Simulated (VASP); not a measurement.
# Sn (Fd-3m) in VASP: notebook

The runs below take Sn through single point, with PBE.

Program: VASP 6.6.1. These are calculated values, not measurements. Logs are shortened: lines on timing, memory, paths and dates and some standing lists are left out, and cuts for length are marked.

**1. The cell of the first run**

The structure is cubic, space group Fd-3m (No. 227). The conventional cell has a = 6.655 Å, b = 6.655 Å, c = 6.655 Å, α = 90.00°, β = 90.00°, γ = 90.00°. Within 3.8 Å of Sn (site symmetry -43m) lie 4 Sn at 2.88 Å.

This isn't the form of Sn at room conditions, which is tetragonal (white tin).

**2. Single point, PBE**

INCAR

```
PREC     = Accurate       # precision mode
ENCUT    = 520            # plane-wave cutoff, eV
EDIFF    = 1E-6           # SCF threshold, eV
ISMEAR   = 0              # smearing method
SIGMA    = 0.1            # smearing width, eV
LREAL    = F              # projectors in reciprocal space
LASPH    = T              # aspherical terms in the spheres
NELM     = 80             # most SCF steps
ALGO     = Normal         # electronic algorithm
ISIF     = 2              # what is computed and relaxed
LWAVE    = F              # write WAVECAR
LCHARG   = T              # write CHGCAR
GGA      = PE             # functional
LELF     = T              # ELF
LVHAR    = T            
NBANDS   = 21             # bands
```

KPOINTS

```
Automatic mesh
0
Gamma
  12 12 12
```

POSCAR

```
Sn
1.0
    0.0000000000      3.3273247531      3.3273247531
    3.3273247531      0.0000000000      3.3273247531
    3.3273247531      3.3273247531      0.0000000000
Sn
2
Direct
    0.0000000000      0.0000000000      0.0000000000
    0.2500000000      0.2500000000      0.2500000000
```

Potentials or basis: VASP PAW PBE potentials, release 64 (Sn_d).

On the command line:

```
$ cat potpaw_PBE.64/Sn_d/POTCAR > POTCAR
$ mpirun -np 1 vasp_std > vasp.out
```

OUTCAR:

```text
PREC = Accurate
   ENCUT = 520
   EDIFF = 1E-6
   ISMEAR = 0
   LREAL = F
   LASPH = T
   NELM = 80
   ISIF = 2
   GGA = PE

 ion  position               nearest neighbor table
   1  0.000  0.000  0.000-   2 2.88   2 2.88   2 2.88   2 2.88
   2  0.250  0.250  0.250-   1 2.88   1 2.88   1 2.88   1 2.88

  LATTYP: Found a face centered cubic cell.
 ALAT       =     6.6546495062

  Lattice vectors:

 A1 = (   0.0000000000,   3.3273247531,   3.3273247531)
 A2 = (   3.3273247531,   0.0000000000,   3.3273247531)
 A3 = (   3.3273247531,   3.3273247531,   0.0000000000)

Analysis of symmetry for initial positions (statically):
=====================================================================
 Subroutine PRICEL returns:
 Original cell was already a primitive cell.

 Routine SETGRP: Setting up the symmetry group for a
 face centered cubic supercell.

 Subroutine GETGRP returns: Found 48 space group operations
 (whereof 24 operations were pure point group operations)
 out of a pool of 48 trial point group operations.

The static configuration has the point symmetry T_d .
 The point group associated with its full space group is O_h .

Analysis of symmetry for dynamics (positions and initial velocities):
=====================================================================
 Subroutine PRICEL returns:
 Original cell was already a primitive cell.

 Routine SETGRP: Setting up the symmetry group for a
 face centered cubic supercell.

 Subroutine GETGRP returns: Found 48 space group operations
 (whereof 24 operations were pure point group operations)
 out of a pool of 48 trial point group operations.

The dynamic configuration has the point symmetry T_d .
 The point group associated with its full space group is O_h .

 Subroutine INISYM returns: Found 48 space group operations
 (whereof 24 operations are pure point group operations),
 and found     1 'primitive' translations

----------------------------------------------------------------------------------------

                                     Primitive cell

  volume of cell :      73.6742

  direct lattice vectors                    reciprocal lattice vectors
     0.000000000  3.327324753  3.327324753    -0.150270874  0.150270874  0.150270874
     3.327324753  0.000000000  3.327324753     0.150270874 -0.150270874  0.150270874
     3.327324753  3.327324753  0.000000000     0.150270874  0.150270874 -0.150270874

  length of vectors
     4.705547792  4.705547792  4.705547792     0.260276789  0.260276789  0.260276789

  position of ions in fractional coordinates (direct lattice)
     0.000000000  0.000000000  0.000000000
     0.250000000  0.250000000  0.250000000

  ion indices of the primitive-cell ions
   primitive index   ion index
                 1           1
                 2           2

----------------------------------------------------------------------------------------

 KPOINTS: Automatic mesh

Automatic generation of k-mesh.
 Grid dimensions read from file:
 generate k-points for:   12   12   12

 Generating k-lattice:

  Cartesian coordinates                     Fractional coordinates (reciprocal lattice)
    -0.012522573  0.012522573  0.012522573     0.083333333  0.000000000  0.000000000
     0.012522573 -0.012522573  0.012522573     0.000000000  0.083333333  0.000000000
     0.012522573  0.012522573 -0.012522573     0.000000000  0.000000000  0.083333333

  Length of vectors
     0.021689732  0.021689732  0.021689732

  Shift w.r.t. Gamma in fractional coordinates (k-lattice)
     0.000000000  0.000000000  0.000000000

 Subroutine IBZKPT returns following result:
 ===========================================

 Found     72 irreducible k-points:

 Following reciprocal coordinates:
            Coordinates               Weight
  0.000000  0.000000  0.000000      1.000000
  0.083333  0.000000  0.000000      8.000000
  0.166667  0.000000  0.000000      8.000000
  0.250000  0.000000  0.000000      8.000000
  0.333333  0.000000  0.000000      8.000000
  0.416667  0.000000  0.000000      8.000000
[... 16 lines left out ...]
  0.500000  0.166667  0.000000     24.000000
 -0.416667  0.166667  0.000000     24.000000
 [... further k-points ...]
   k-points           NKPTS =     72   k-points in BZ     NKDIM =     72   number of bands    NBANDS=     21
   number of dos      NEDOS =    301   number of ions     NIONS =      2
   total plane-waves  NPLWV =  46656
   dimension x,y,z NGX =    36 NGY =   36 NGZ =   36
   dimension x,y,z NGXF=    72 NGYF=   72 NGZF=   72
   ions per type =               2
   NGX,Y,Z   is equivalent  to a cutoff of  12.72, 12.72, 12.72 a.u.
   NGXF,Y,Z  is equivalent  to a cutoff of  25.44, 25.44, 25.44 a.u.
 SYSTEM =  unknown system
   PREC   = accura    normal or accurate (medium, high low for compatibility)
   ISTART =      0    job   : 0-new  1-cont  2-samecut
   ICHARG =      2    charge: 1-file 2-atom 10-const
   ISPIN  =      1    spin polarized calculation?
   LNONCOLLINEAR =      F non collinear calculations
   LSORBIT =      F    spin-orbit coupling
   LASPH  =      T    aspherical Exc in radial PAW
   ENCUT  =  520.0 eV  38.22 Ry    6.18 a.u.   8.75  8.75  8.75*2*pi/ulx,y,z
   NELM   =     80;   NELMIN=  2; NELMDL= -5     # of ELM steps
   EDIFF  = 0.1E-05   stopping-criterion for ELM
   LREAL  =      F    real-space projection
   EDIFFG = 0.1E-04   stopping-criterion for IOM
   NSW    =      0    number of steps for IOM
   IBRION =     -1    ionic relax: 0-MD 1-quasi-New 2-CG
   NFREE  =      0    steps in history (QN), initial steepest desc. (CG)
   ISIF   =      2    stress and relaxation
   ISYM   =      2    0-nonsym 1-usesym 2-fastsym
   POTIM  = 0.5000    time-step for ionic-motion
   TEBEG  =    0.0;   TEEND  =   0.0 temperature during run
   PSTRESS=    0.0 pullay stress
   NELECT =      28.0000    total number of electrons
   NUPDOWN=      -1.0000    fix difference up-down
   EMIN   =  10.00;   EMAX   =-10.00  energy-range for DOS
   EFERMI =   0.00;   METHOD = LEGACY
   ISMEAR =     0;   SIGMA  =   0.10  broadening in eV -4-tet -1-fermi 0-gaus
   EFERMI_NEDOS =   21; number of points for ismear=-14 and -15
   IALGO  =     38    algorithm
   IMIX   =      4    mixing-type and parameters
     AMIX     =   0.40;   BMIX     =  1.00
     AMIX_MAG =   1.60;   BMIX_MAG =  1.00
  volume/ion in A,a.u.               =      36.84       248.59
  Fermi-wavevector in a.u.,A,eV,Ry     =   1.185830  2.240893 19.132404  1.406192
  Thomas-Fermi vector in A             =   2.322015
   LORBIT       =      0    0 simple, 1 ext, 2 COOP (PROOUT), +10 PAW based schemes
   GGA     = PE    functional components
   LHFCALC =     F    Hartree Fock is set to
   AEXX    =    0.0000 exact exchange contribution
   IVDW    =     0    specifies the selected vdW correction
   LEPSILON=     F    determine dielectric tensor
   LRPA    =     F    only Hartree local field effects (RPA)
 non-spin polarized calculation
 Gauss-broadening in eV      SIGMA  =   0.10
  energy-cutoff  :      520.00
  volume of cell :       73.67
 maximum number of plane-waves:      2012
   NGX = 17   NGY = 17   NGZ = 17

 number of electron      28.0000007 magnetization

 Free energy of the ion-electron system (eV)
  ---------------------------------------------------
  ext. energy  EPLUGINS =         0.00000000
  ---------------------------------------------------
  free energy    TOTEN  =        -7.69322533 eV

  energy without entropy =       -7.69192717  energy(sigma->0) =       -7.69257625

 E-fermi :   4.8508     XC(G=0):  -8.5508

 val. band max:        4.8361161843   @ k =   0.0833   0.0000   0.0000
 cond. band min:       4.8962858366   @ k =   0.3333   0.0000   0.0000
 fundamental gap:      0.0601696523
 Fermi energy:         4.8507909298

 k-point     1 :       0.0000    0.0000    0.0000
  band No.  band energies     occupation
      1     -16.6780      2.00000
      2     -16.6780      2.00000
      3     -16.6780      2.00000
      4     -16.6282      2.00000
      5     -16.6282      2.00000
      6     -16.3757      2.00000
[... 13 lines left out ...]
     20      12.6577      0.00000
     21      12.6577      0.00000

 k-point     2 :       0.0833    0.0000    0.0000
  band No.  band energies     occupation
      1     -16.6825      2.00000
      2     -16.6825      2.00000
      3     -16.6766      2.00000
      4     -16.6222      2.00000
      5     -16.6222      2.00000
      6     -16.3893      2.00000
[... 13 lines left out ...]
     20      12.1416      0.00000
     21      12.1416      0.00000

 k-point     3 :       0.1667    0.0000    0.0000
  band No.  band energies     occupation
      1     -16.6910      2.00000
      2     -16.6910      2.00000
      3     -16.6726      2.00000
      4     -16.6094      2.00000
      5     -16.6094      2.00000
      6     -16.4032      2.00000
[... 13 lines left out ...]
     20      11.7200      0.00000
     21      11.7200      0.00000

 k-point     4 :       0.2500    0.0000    0.0000
  band No.  band energies     occupation
      1     -16.6987      2.00000
      2     -16.6987      2.00000
      3     -16.6669      2.00000
      4     -16.5964      2.00000
      5     -16.5964      2.00000
      6     -16.4149      2.00000
[... 13 lines left out ...]
     20      11.6791      0.00000
     21      11.6791      0.00000

 k-point     5 :       0.3333    0.0000    0.0000
  band No.  band energies     occupation
      1     -16.7040      2.00000
      2     -16.7040      2.00000
      3     -16.6611      2.00000
      4     -16.5865      2.00000
      5     -16.5865      2.00000
      6     -16.4231      2.00000
[... 13 lines left out ...]
     20      12.0831      0.00000
     21      12.0831      0.00000
[... 382 lines left out ...]
     20      12.4101      0.00000
     21      13.0400      0.00000

 k-point    22 :       0.4167    0.1667    0.0000
  band No.  band energies     occupation
      1     -16.7210      2.00000
      2     -16.7081      2.00000
      3     -16.6465      2.00000
      4     -16.5752      2.00000
      5     -16.5524      2.00000
      6     -16.4731      2.00000
[... 13 lines left out ...]
     20      12.7728      0.00000
     21      13.5533      0.00000

 k-point    23 :       0.5000    0.1667    0.0000
  band No.  band energies     occupation
      1     -16.7260      2.00000
      2     -16.7120      2.00000
      3     -16.6338      2.00000
      4     -16.5648      2.00000
      5     -16.5555      2.00000
      6     -16.4665      2.00000
[... 13 lines left out ...]
     20      13.2417      0.00000
     21      13.5425      0.00000

 k-point    24 :      -0.4167    0.1667    0.0000
  band No.  band energies     occupation
      1     -16.7266      2.00000
      2     -16.7142      2.00000
      3     -16.6278      2.00000
      4     -16.5654      2.00000
      5     -16.5578      2.00000
      6     -16.4513      2.00000
[... 13 lines left out ...]
     20      12.5501      0.00000
     21      12.7568      0.00000

 [... further k-points ...]
[... 5 lines left out ...]
  --------------------------------------------------------------------------------------
  -------------------------------------------------------------------------------------
  Total       -0.0139871     -0.0139871     -0.0139871      0.0000000      0.0000000     -0.0000000
  in kB       -0.3041747     -0.3041747     -0.3041747      0.0000000      0.0000000     -0.0000000
  external PRESSURE =      -0.3041747 kB  Pullay stress =       0.0000000 kB

 VOLUME and BASIS-vectors are now :
 -----------------------------------------------------------------------------
  energy-cutoff  :      520.00
  volume of cell :       73.67
      direct lattice vectors                 reciprocal lattice vectors
     0.000000000  3.327324753  3.327324753    -0.150270874  0.150270874  0.150270874
     3.327324753  0.000000000  3.327324753     0.150270874 -0.150270874  0.150270874
     3.327324753  3.327324753  0.000000000     0.150270874  0.150270874 -0.150270874

 POSITION                                       TOTAL-FORCE (eV/Angst)
 -----------------------------------------------------------------------------------
      0.00000      0.00000      0.00000        -0.000000     -0.000000     -0.000000
      1.66366      1.66366      1.66366         0.000000      0.000000      0.000000
 -----------------------------------------------------------------------------------
    total drift:                                0.000000      0.000000      0.000000

  FREE ENERGIE OF THE ION-ELECTRON SYSTEM (eV)
  ---------------------------------------------------
  free  energy   TOTEN  =        -7.6932253334 eV

  energy  without entropy=       -7.6919271732  energy(sigma->0) =       -7.69257625
```

Wall time 2.4 min (1 thread of Intel Xeon 8259CL, shared host); peak memory 0.25 GiB.

Results:

```
Free energy            : -7.6932 eV
Pressure               : 0.0 GPa
Band gap on the k mesh : zero (bands 14 and 15 overlap by 0.23 eV)
```

Caveat: spin-orbit coupling is left out, which moves the levels of the heavy elements.

**3. Single point, PBE (37.94 Å³/atom)**

This run uses another cell than the first one, of 37.94 Å³/atom.

INCAR

```
SYSTEM = Sn
PREC = Accurate ; ENCUT = 520
EDIFF = 1E-6 ; ISMEAR = 0
SIGMA = 0.1 ; LREAL = .FALSE.
LASPH = .TRUE. ; NELM = 100
ALGO = Fast ; ISIF = 2
LWAVE = .FALSE. ; LCHARG = .TRUE.
GGA = PE ; LELF = .TRUE.
LVHAR = .TRUE. ; NBANDS = 21
```

KPOINTS

```
regular mesh
0
G
  12 12 12
  0 0 0
```

POSCAR

```
Sn
1.0
    0.0000000000      3.3602707052      3.3602707052
    3.3602707052      0.0000000000      3.3602707052
    3.3602707052      3.3602707052      0.0000000000
Sn
2
Direct
    0.0000000000      0.0000000000      0.0000000000
    0.2500000000      0.2500000000      0.2500000000
```

Potentials or basis: VASP PAW PBE potentials, release 64 (Sn_d).

On the command line:

```
$ cat potpaw_PBE.64/Sn_d/POTCAR > POTCAR
$ mpirun -np 1 vasp_std > vasp.out
```

Wall time 2.5 min (1 thread of Intel Xeon 8259CL, shared host); peak memory 0.26 GiB.

Results (log left out):

```yaml
Free_energy: -7.6864 eV
Pressure: -1.0 GPa
Band_gap_on_the_k_mesh: zero (bands 14 and 15 overlap by 0.28 eV)
```

Levels at points of the mesh, in eV from the Fermi level:
| k point | band 12 | band 13 | band 14 | band 15 | band 16 | band 17 |
| --- | --- | --- | --- | --- | --- | --- |
| (0.00, 0.00, 0.00) | -1.31 | 0.12 | 0.12 | 0.12 | 2.17 | 2.17 |
| (0.50, 0.00, 0.00) | -5.91 | -0.93 | -0.93 | -0.16 | 3.21 | 3.21 |
| (0.50, 0.50, 0.00) | -7.15 | -2.11 | -2.11 | 0.96 | 0.96 | 7.10 |

Caveat: spin-orbit coupling is left out, which moves the levels of the heavy elements.

**4. Single point, PBE (39.05 Å³/atom)**

This run uses another cell than the first one, of 39.05 Å³/atom.

INCAR

```
SYSTEM = Sn
  ALGO = Normal
  EDIFF = 1E-6
  ENCUT = 520
  GGA = PE
  ISIF = 2
  ISMEAR = 0
  LASPH = .True.
  LCHARG = .True.
  LELF = .True.
  LREAL = .False.
  LVHAR = .True.
  LWAVE = .False.
  NBANDS = 21
  NELM = 100
  PREC = Accurate
  SIGMA = 0.1
```

KPOINTS

```
k-points
0
Gamma
  12 12 12
  0 0 0
```

POSCAR

```
Sn
1.0
    0.0000000000      3.3925829826      3.3925829826
    3.3925829826      0.0000000000      3.3925829826
    3.3925829826      3.3925829826      0.0000000000
Sn
2
Direct
    0.0000000000      0.0000000000      0.0000000000
    0.2500000000      0.2500000000      0.2500000000
```

On the command line:

```
$ cat potpaw_PBE.64/Sn_d/POTCAR > POTCAR
$ mpirun -np 1 vasp_std > vasp.out
```

Wall time 1.9 min (1 thread of Intel Xeon 8259CL, shared host); peak memory 0.26 GiB.

Results (log left out):

- Free energy: -7.6671 eV
- Pressure: -1.8 GPa
- Band gap on the k mesh: zero (bands 14 and 15 overlap by 0.32 eV)

Levels at points of the mesh, in eV from the Fermi level:
```tsv
k point	band 11	band 12	band 13	band 14	band 15	band 16	band 17	band 18
(0.00, 0.00, 0.00)	-9.74	-1.49	0.13	0.13	0.13	2.17	2.17	2.17
(0.50, 0.00, 0.00)	-8.37	-5.83	-0.89	-0.89	-0.19	3.20	3.20	5.73
(0.50, 0.50, 0.00)	-7.06	-7.06	-2.02	-2.02	0.99	0.99	6.93	6.93
```

Caveat: spin-orbit coupling is left out, which moves the levels of the heavy elements.

**5. Overview**

```tsv
cell	gap on the mesh (eV)	pressure (GPa)
a = 4.706 Å, angles 60.0°, 2 atoms	none	0.0
a = 4.752 Å, angles 60.0°, 2 atoms	none	-1.0
a = 4.798 Å, angles 60.0°, 2 atoms	none	-1.8
```

Alike in all rows: task single point; level PBE; potentials or basis VASP PAW PBE potentials, release 64 (Sn_d); no spin polarisation; k mesh 12 × 12 × 12; cutoff (eV) 520; smearing gaussian 0.1 eV.

Caveats: spin-orbit coupling is left out, which moves the levels of the heavy elements.

Absolute energies hang on the potentials; compare differences alone.
